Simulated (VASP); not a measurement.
Here is a VASP 6.6.1 calculation.

INCAR

```
PREC     = Accurate       # precision mode
ENCUT    = 520            # plane-wave cutoff, eV
EDIFF    = 1E-7           # SCF threshold, eV
ISMEAR   = 0              # smearing method
SIGMA    = 0.1            # smearing width, eV
LREAL    = False          # projectors in reciprocal space
LASPH    = True           # aspherical terms in the spheres
NELM     = 60             # most SCF steps
ALGO     = Normal         # electronic algorithm
ISIF     = 2              # what is computed and relaxed
LWAVE    = False          # write WAVECAR
LCHARG   = False          # write CHGCAR
GGA      = PS             # functional
NBANDS   = 19             # bands
```

KPOINTS

```
regular mesh
0
Gamma
  18 18 10
```

POSCAR

```
Ti
1.0
    2.7762246035      0.0000000000      0.0000000000
   -1.3881123017      2.4042810332      0.0000000000
    0.0000000000      0.0000000000      4.4097282011
Ti
2
Direct
    0.3333333333      0.6666666667      0.2500000000
    0.6666666667      0.3333333333      0.7500000000
```

Potentials or basis: VASP PAW PBE potentials, release 64 (Ti_sv).

The run is started by

```console
$ cat potpaw_PBE.64/Ti_sv/POTCAR > POTCAR
$ mpirun -np 1 vasp_std > vasp.out
```

Problem. Predict the pressure.

Solution. 18.4 GPa.

Problem. Predict the band gap on the k mesh.

Solution. Zero (band 12 reaches 11.00 eV, above the bottom of band 13 at 9.77 eV).

Stress tensor (GPa, compression positive):
```
18.42  0.00  0.00
 0.00 18.42  0.00
 0.00  0.00 18.50
```

Caveat: the PAW data sets were made with another functional, which shifts forces and pressure a little.
